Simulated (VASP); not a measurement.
Set up this calculation in VASP 6.6.1, as the native input.

```yaml
Task: single point
Functional: r2SCAN
Potentials_or_basis: VASP PAW PBE potentials, release 64 (Ti_sv, O)
Cutoff: 520 eV
k_mesh: 8 × 8 × 8
Occupations: gaussian, width 0.01 eV
Spin: no spin polarisation
Dipole_correction: no
Further_INCAR_settings: ALGO = Normal; EDIFF = 1e-06; NBANDS = 33
```

TiO2:

```
Ti O
1.0
     2.67121   -2.67128   -0.01998
     2.67121    2.67128   -0.01998
    -2.63529    0.00000    4.81193
Ti O
2 4
Direct
  0.12501 0.87499 0.25000
  0.87499 0.12501 0.75000
  0.33225 0.08226 0.66451
  0.66775 0.91774 0.33549
  0.91774 0.66775 0.83549
  0.08226 0.33225 0.16451
```

One way to write it, as run:

POSCAR

```
TiO2
1.0
    2.6712058821     -2.6712807144     -0.0199768312
    2.6712058821      2.6712807144     -0.0199768312
   -2.6352899207      0.0000000000      4.8119333394
Ti O
2 4
Direct
    0.1250075053      0.8749924947      0.2500000000
    0.8749924947      0.1250075053      0.7500000000
    0.3322533902      0.0822599383      0.6645088197
    0.6677466098      0.9177400617      0.3354911803
    0.9177400617      0.6677466098      0.8354911803
    0.0822599383      0.3322533902      0.1645088197
```

INCAR.step1

```
SYSTEM = TiO2
PREC = Accurate
ENCUT = 520
ISMEAR = 0
SIGMA = 0.01
LREAL = .False.
LASPH = .True.
NELM = 80
NBANDS = 33
GGA = PE
ALGO = Normal
EDIFF = 1E-4
LWAVE = .True.
LCHARG = .False.
```

INCAR.step2

```
SYSTEM = TiO2
PREC = Accurate
ENCUT = 520
EDIFF = 1E-6
ISMEAR = 0
SIGMA = 0.01
LREAL = .False.
LASPH = .True.
NELM = 80
ALGO = Normal
ISIF = 2
LWAVE = .False.
LCHARG = .True.
METAGGA = R2SCAN
LMIXTAU = .True.
LELF = .True.
LVHAR = .True.
NBANDS = 33
ISTART = 1
```

KPOINTS

```
regular mesh
0
Gamma
  8 8 8
  0 0 0
```

Potentials or basis: VASP PAW PBE potentials, release 64 (Ti_sv, O).

The run is started by

```sh
$ cat potpaw_PBE.64/Ti_sv/POTCAR potpaw_PBE.64/O/POTCAR > POTCAR
$ cp INCAR.step1 INCAR
$ mpirun -np 1 vasp_std > vasp.out
$ cp INCAR.step2 INCAR
$ mpirun -np 1 vasp_std > vasp.out
```

It gave:

| Property | Result |
| --- | --- |
| Pressure | 1.2 GPa |
| Largest force | 0.029 eV/Å |
| Band gap on the k mesh | 2.59 eV (least direct gap 2.90 eV) |

Caveat: the PAW data sets were made with another functional, which shifts forces and pressure a little.

Run time: 11 min on 1 thread of Intel(R) Xeon(R) 6975P-C (Granite Rapids) (shared host), peak memory 0.37 GiB.
